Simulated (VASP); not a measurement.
# K (P6_3/mmc) in VASP: single point with PBE

Aim: the single point of K with PBE.

Everything below comes from runs of VASP 6.6.1. Logs are shortened: lines on timing, memory, paths and dates and some standing lists are left out, and cuts for length are marked.

## (1) The cell of the first run

Symmetry: P6_3/mmc, No. 194, hexagonal system. The conventional cell has a = 4.591 Å, b = 4.591 Å, c = 7.491 Å, α = 90.00°, β = 90.00°, γ = 120.00°.

This isn't the form of K at room conditions, which is bcc.

## (2) Single point, PBE

File INCAR:

```
PREC = Accurate
ENCUT = 520
EDIFF = 1E-6
ISMEAR = -1
SIGMA = 0.05
LREAL = False
LASPH = True
NELM = 60
ALGO = Normal
ISIF = 2
LWAVE = False
LCHARG = True
GGA = PE
LELF = True
LVHAR = True
NBANDS = 16
```

File KPOINTS:

```
Automatic mesh
0
Gamma
  10 10 5
```

File POSCAR:

```
K
1.0
    4.5913297264      0.0000000000      0.0000000000
   -2.2956648632      3.9762081802      0.0000000000
    0.0000000000      0.0000000000      7.4906127846
K
2
Direct
    0.3333333333      0.6666666667      0.2500000000
    0.6666666667      0.3333333333      0.7500000000
```

Potentials or basis: VASP PAW PBE potentials, release 64 (K_sv).

The run is started by

```
cat potpaw_PBE.64/K_sv/POTCAR > POTCAR
mpirun -np 1 vasp_std > vasp.out
```

OUTCAR:

```text
PREC = Accurate
   ENCUT = 520
   EDIFF = 1E-6
   ISMEAR = -1
   LREAL = False
   LASPH = True
   NELM = 60
   ISIF = 2
   GGA = PE

 ion  position               nearest neighbor table
   1  0.333  0.667  0.250-
   2  0.667  0.333  0.750-

  LATTYP: Found a hexagonal cell.
 ALAT       =     4.5913297264
 C/A-ratio  =     1.6314691453

  Lattice vectors:

 A1 = (   4.5913297264,   0.0000000000,   0.0000000000)
 A2 = (  -2.2956648632,   3.9762081802,   0.0000000000)
 A3 = (   0.0000000000,   0.0000000000,   7.4906127846)

Analysis of symmetry for initial positions (statically):
=====================================================================
 Subroutine PRICEL returns:
 Original cell was already a primitive cell.

 Routine SETGRP: Setting up the symmetry group for a
 hexagonal supercell.

 Subroutine GETGRP returns: Found 24 space group operations
 (whereof 12 operations were pure point group operations)
 out of a pool of 24 trial point group operations.

The static configuration has the point symmetry D_3d.
 The point group associated with its full space group is D_6h.

Analysis of symmetry for dynamics (positions and initial velocities):
=====================================================================
 Subroutine PRICEL returns:
 Original cell was already a primitive cell.

 Routine SETGRP: Setting up the symmetry group for a
 hexagonal supercell.

 Subroutine GETGRP returns: Found 24 space group operations
 (whereof 12 operations were pure point group operations)
 out of a pool of 24 trial point group operations.

The dynamic configuration has the point symmetry D_3d.
 The point group associated with its full space group is D_6h.

 Subroutine INISYM returns: Found 24 space group operations
 (whereof 12 operations are pure point group operations),
 and found     1 'primitive' translations

----------------------------------------------------------------------------------------

                                     Primitive cell

  volume of cell :     136.7492

  direct lattice vectors                    reciprocal lattice vectors
     4.591329726  0.000000000  0.000000000     0.217801826  0.125747943  0.000000000
    -2.295664863  3.976208180  0.000000000     0.000000000  0.251495886  0.000000000
     0.000000000  0.000000000  7.490612785     0.000000000  0.000000000  0.133500426

  length of vectors
     4.591329726  4.591329726  7.490612785     0.251495886  0.251495886  0.133500426

  position of ions in fractional coordinates (direct lattice)
     0.333333333  0.666666667  0.250000000
     0.666666667  0.333333333  0.750000000

  ion indices of the primitive-cell ions
   primitive index   ion index
                 1           1
                 2           2

----------------------------------------------------------------------------------------

 KPOINTS: Automatic mesh

Automatic generation of k-mesh.
 Grid dimensions read from file:
 generate k-points for:   10   10    5

 Generating k-lattice:

  Cartesian coordinates                     Fractional coordinates (reciprocal lattice)
     0.021780183  0.012574794  0.000000000     0.100000000  0.000000000  0.000000000
     0.000000000  0.025149589  0.000000000     0.000000000  0.100000000  0.000000000
     0.000000000  0.000000000  0.026700085     0.000000000  0.000000000  0.200000000

  Length of vectors
     0.025149589  0.025149589  0.026700085

  Shift w.r.t. Gamma in fractional coordinates (k-lattice)
     0.000000000  0.000000000  0.000000000

 Subroutine IBZKPT returns following result:
 ===========================================

 Found     42 irreducible k-points:

 Following reciprocal coordinates:
            Coordinates               Weight
  0.000000  0.000000  0.000000      1.000000
  0.100000 -0.000000  0.000000      6.000000
  0.200000 -0.000000  0.000000      6.000000
  0.300000 -0.000000  0.000000      6.000000
  0.400000  0.000000  0.000000      6.000000
  0.500000  0.000000  0.000000      3.000000
[... 16 lines left out ...]
  0.300000  0.100000  0.200000     24.000000
  0.400000  0.100000  0.200000     24.000000
 [... further k-points ...]
   k-points           NKPTS =     42   k-points in BZ     NKDIM =     42   number of bands    NBANDS=     16
   number of dos      NEDOS =    301   number of ions     NIONS =      2
   total plane-waves  NPLWV =  72576
   dimension x,y,z NGX =    36 NGY =   36 NGZ =   56
   dimension x,y,z NGXF=    72 NGYF=   72 NGZF=  112
   ions per type =               2
   NGX,Y,Z   is equivalent  to a cutoff of  13.04, 13.04, 12.43 a.u.
   NGXF,Y,Z  is equivalent  to a cutoff of  26.07, 26.07, 24.86 a.u.
 SYSTEM =  unknown system
   PREC   = accura    normal or accurate (medium, high low for compatibility)
   ISTART =      0    job   : 0-new  1-cont  2-samecut
   ICHARG =      2    charge: 1-file 2-atom 10-const
   ISPIN  =      1    spin polarized calculation?
   LNONCOLLINEAR =      F non collinear calculations
   LSORBIT =      F    spin-orbit coupling
   LASPH  =      T    aspherical Exc in radial PAW
   ENCUT  =  520.0 eV  38.22 Ry    6.18 a.u.   8.54  8.54 13.93*2*pi/ulx,y,z
   NELM   =     60;   NELMIN=  2; NELMDL= -5     # of ELM steps
   EDIFF  = 0.1E-05   stopping-criterion for ELM
   LREAL  =      F    real-space projection
   EDIFFG = 0.1E-04   stopping-criterion for IOM
   NSW    =      0    number of steps for IOM
   IBRION =     -1    ionic relax: 0-MD 1-quasi-New 2-CG
   NFREE  =      0    steps in history (QN), initial steepest desc. (CG)
   ISIF   =      2    stress and relaxation
   ISYM   =      2    0-nonsym 1-usesym 2-fastsym
   POTIM  = 0.5000    time-step for ionic-motion
   TEBEG  =    0.0;   TEEND  =   0.0 temperature during run
   PSTRESS=    0.0 pullay stress
   NELECT =      18.0000    total number of electrons
   NUPDOWN=      -1.0000    fix difference up-down
   EMIN   =  10.00;   EMAX   =-10.00  energy-range for DOS
   EFERMI =   0.00;   METHOD = LEGACY
   ISMEAR =    -1;   SIGMA  =   0.05  broadening in eV -4-tet -1-fermi 0-gaus
   EFERMI_NEDOS =   21; number of points for ismear=-14 and -15
   IALGO  =     38    algorithm
   IMIX   =      4    mixing-type and parameters
     AMIX     =   0.40;   BMIX     =  1.00
     AMIX_MAG =   1.60;   BMIX_MAG =  1.00
  volume/ion in A,a.u.               =      68.37       461.41
  Fermi-wavevector in a.u.,A,eV,Ry     =   0.832768  1.573703  9.435674  0.693503
  Thomas-Fermi vector in A             =   1.945879
   LORBIT       =      0    0 simple, 1 ext, 2 COOP (PROOUT), +10 PAW based schemes
   GGA     = PE    functional components
[... 5 lines left out ...]
 non-spin polarized calculation
  energy-cutoff  :      520.00
  volume of cell :      136.75
 maximum number of plane-waves:      3717
 NGX is ok and might be reduce to    36
   NGX = 17   NGY = 17   NGZ = 27

 number of electron      18.0000000 magnetization

 Free energy of the ion-electron system (eV)
  ---------------------------------------------------
  ext. energy  EPLUGINS =         0.00000000
  ---------------------------------------------------
  free energy    TOTEN  =        -2.09019889 eV

  energy without entropy =       -2.07683381  energy(sigma->0) =       -2.08351635

 E-fermi :   0.0404     XC(G=0):  -5.8294

 val. band max:       -0.0054017059   @ k =   0.2000   0.2000   0.4000
 cond. band min:       0.0771540723   @ k =   0.3000   0.1000   0.4000
 fundamental gap:      0.0825557782
 Fermi energy:         0.0404024855

 k-point     1 :       0.0000    0.0000    0.0000
  band No.  band energies     occupation
      1     -32.0385      2.00000
      2     -32.0332      2.00000
      3     -15.5696      2.00000
      4     -15.4953      2.00000
      5     -15.4953      2.00000
      6     -15.4835      2.00000
[... 8 lines left out ...]
     15       4.6127      0.00000
     16       4.6127      0.00000

 k-point     2 :       0.1000   -0.0000    0.0000
  band No.  band energies     occupation
      1     -32.0380      2.00000
      2     -32.0329      2.00000
      3     -15.5668      2.00000
      4     -15.5015      2.00000
      5     -15.4973      2.00000
      6     -15.4899      2.00000
[... 8 lines left out ...]
     15       4.5180      0.00000
     16       4.7258      0.00000

 k-point     3 :       0.2000   -0.0000    0.0000
  band No.  band energies     occupation
      1     -32.0368      2.00000
      2     -32.0324      2.00000
      3     -15.5591      2.00000
      4     -15.5178      2.00000
      5     -15.5064      2.00000
      6     -15.5023      2.00000
[... 8 lines left out ...]
     15       4.4429      0.00000
     16       4.6283      0.00000

 k-point     4 :       0.3000   -0.0000    0.0000
  band No.  band energies     occupation
      1     -32.0352      2.00000
      2     -32.0318      2.00000
      3     -15.5482      2.00000
      4     -15.5383      2.00000
      5     -15.5263      2.00000
      6     -15.5083      2.00000
[... 8 lines left out ...]
     15       4.3494      0.00000
     16       4.7335      0.00000

 k-point     5 :       0.4000    0.0000    0.0000
  band No.  band energies     occupation
      1     -32.0338      2.00000
      2     -32.0315      2.00000
      3     -15.5550      2.00000
      4     -15.5419      2.00000
      5     -15.5370      2.00000
      6     -15.5130      2.00000
[... 8 lines left out ...]
     15       4.1657      0.00000
     16       5.0591      0.00000

 k-point     6 :       0.5000    0.0000    0.0000
  band No.  band energies     occupation
      1     -32.0332      2.00000
      2     -32.0314      2.00000
      3     -15.5614      2.00000
      4     -15.5479      2.00000
      5     -15.5313      2.00000
      6     -15.5148      2.00000
[... 8 lines left out ...]
     15       4.1021      0.00000
     16       5.2317      0.00000

 k-point     7 :       0.1000    0.1000    0.0000
  band No.  band energies     occupation
      1     -32.0372      2.00000
      2     -32.0326      2.00000
      3     -15.5616      2.00000
      4     -15.5114      2.00000
      5     -15.5054      2.00000
      6     -15.4971      2.00000
[... 8 lines left out ...]
     15       4.4953      0.00000
     16       4.6170      0.00000

 k-point     8 :       0.2000    0.1000    0.0000
  band No.  band energies     occupation
      1     -32.0358      2.00000
      2     -32.0320      2.00000
      3     -15.5522      2.00000
      4     -15.5283      2.00000
      5     -15.5212      2.00000
      6     -15.5051      2.00000
[... 8 lines left out ...]
     15       4.2458      0.00000
     16       4.6797      0.00000

 k-point     9 :       0.3000    0.1000    0.0000
  band No.  band energies     occupation
      1     -32.0343      2.00000
      2     -32.0316      2.00000
      3     -15.5465      2.00000
      4     -15.5409      2.00000
      5     -15.5358      2.00000
      6     -15.5130      2.00000
[... 8 lines left out ...]
     15       3.9999      0.00000
     16       4.7347      0.00000
[... 172 lines left out ...]
 k-point    19 :       0.4000    0.0000    0.2000
  band No.  band energies     occupation
      1     -32.0336      2.00000
      2     -32.0317      2.00000
      3     -15.5600      2.00000
      4     -15.5475      2.00000
      5     -15.5267      2.00000
      6     -15.5112      2.00000
[... 8 lines left out ...]
     15       4.2236      0.00000
     16       4.9260      0.00000

 k-point    20 :       0.5000    0.0000    0.2000
  band No.  band energies     occupation
      1     -32.0330      2.00000
      2     -32.0316      2.00000
      3     -15.5652      2.00000
      4     -15.5532      2.00000
      5     -15.5234      2.00000
      6     -15.5130      2.00000
[... 8 lines left out ...]
     15       4.1695      0.00000
     16       5.0304      0.00000

 k-point    21 :       0.1000    0.1000    0.2000
  band No.  band energies     occupation
      1     -32.0368      2.00000
      2     -32.0330      2.00000
      3     -15.5557      2.00000
      4     -15.5092      2.00000
      5     -15.5078      2.00000
      6     -15.4990      2.00000
[... 8 lines left out ...]
     15       4.3085      0.00000
     16       4.6181      0.00000

 k-point    22 :       0.2000    0.1000    0.2000
  band No.  band energies     occupation
      1     -32.0354      2.00000
      2     -32.0324      2.00000
      3     -15.5508      2.00000
      4     -15.5261      2.00000
      5     -15.5215      2.00000
      6     -15.5055      2.00000
[... 8 lines left out ...]
     15       4.1392      0.00000
     16       4.7056      0.00000

 k-point    23 :       0.3000    0.1000    0.2000
  band No.  band energies     occupation
      1     -32.0340      2.00000
      2     -32.0318      2.00000
      3     -15.5536      2.00000
      4     -15.5416      2.00000
      5     -15.5274      2.00000
      6     -15.5120      2.00000
[... 8 lines left out ...]
     15       3.9296      0.00000
     16       4.7556      0.00000

 k-point    24 :       0.4000    0.1000    0.2000
  band No.  band energies     occupation
      1     -32.0330      2.00000
      2     -32.0316      2.00000
      3     -15.5618      2.00000
      4     -15.5502      2.00000
      5     -15.5248      2.00000
      6     -15.5146      2.00000
[... 8 lines left out ...]
     15       3.8504      0.00000
     16       4.7267      0.00000

 [... further k-points ...]

------------------------ aborting loop because EDIFF is reached ----------------------------------------

  FORCE on cell =-STRESS in cart. coord.  units (eV):
  Direction    XX          YY          ZZ          XY          YZ          ZX
  --------------------------------------------------------------------------------------
  -------------------------------------------------------------------------------------
  Total        0.2696893      0.2696893      0.2695877      0.0000000      0.0000000      0.0000000
  in kB        3.1597253      3.1597253      3.1585346      0.0000000      0.0000000      0.0000000
  external PRESSURE =       3.1593284 kB  Pullay stress =       0.0000000 kB

 VOLUME and BASIS-vectors are now :
 -----------------------------------------------------------------------------
  energy-cutoff  :      520.00
  volume of cell :      136.75
      direct lattice vectors                 reciprocal lattice vectors
     4.591329726  0.000000000  0.000000000     0.217801826  0.125747943  0.000000000
    -2.295664863  3.976208180  0.000000000     0.000000000  0.251495886  0.000000000
     0.000000000  0.000000000  7.490612785     0.000000000  0.000000000  0.133500426

 POSITION                                       TOTAL-FORCE (eV/Angst)
 -----------------------------------------------------------------------------------
     -0.00000      2.65081      1.87265        -0.000000      0.000000      0.000000
      2.29566      1.32540      5.61796         0.000000     -0.000000     -0.000000
 -----------------------------------------------------------------------------------
    total drift:                               -0.000000      0.000000     -0.000000

  FREE ENERGIE OF THE ION-ELECTRON SYSTEM (eV)
  ---------------------------------------------------
  free  energy   TOTEN  =        -2.0901988949 eV

  energy  without entropy=       -2.0768338075  energy(sigma->0) =       -2.08351635
```

Run time: 1.8 min. Hardware: 1 thread of Intel Xeon 8259CL, shared host; peak memory 0.28 GiB.

What came out:

```
Free energy            : -2.0902 eV
Pressure               : 0.3 GPa
Band gap on the k mesh : zero (bands 9 and 10 overlap by 1.95 eV)
```

The gap in the log of VASP goes by the Fermi energy; the results here count the filled bands.